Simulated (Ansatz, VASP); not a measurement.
## One calculation of SnS2, two programs

```
CELL_PARAMETERS angstrom
3.65299 0.00000 0.00000
-1.82650 3.16359 0.00000
0.00000 0.00000 6.05554
ATOMIC_POSITIONS crystal
Sn 0.00000 0.00000 0.00000
S 0.33333 0.66667 0.24317
S 0.66667 0.33333 0.75683
```

Alike in both runs: functional PBEsol; k mesh 6 × 6 × 4; no spin polarisation.

Ansatz relaxed the structure, and its values are those at the end. VASP's run is a single point on that final structure, the one shown.

|  | VASP | Ansatz |
| --- | --- | --- |
| version | VASP 6.6.1 | Ansatz 0.2.0 |
| potentials or method | VASP PAW PBE potentials, release 64 (Sn_d, S), cutoff 500 eV | plane waves, PAW |
| occupations | fermi-dirac, width 0.1 eV | fermi-dirac |
| valence electrons in the cell | 26 | 26 |

Ansatz gave:

* pressure (GPa): 0.0

What did VASP give for the same quantities?

Pressure (GPa): -0.1.

VASP's potentials were made for PBE, not for PBEsol.
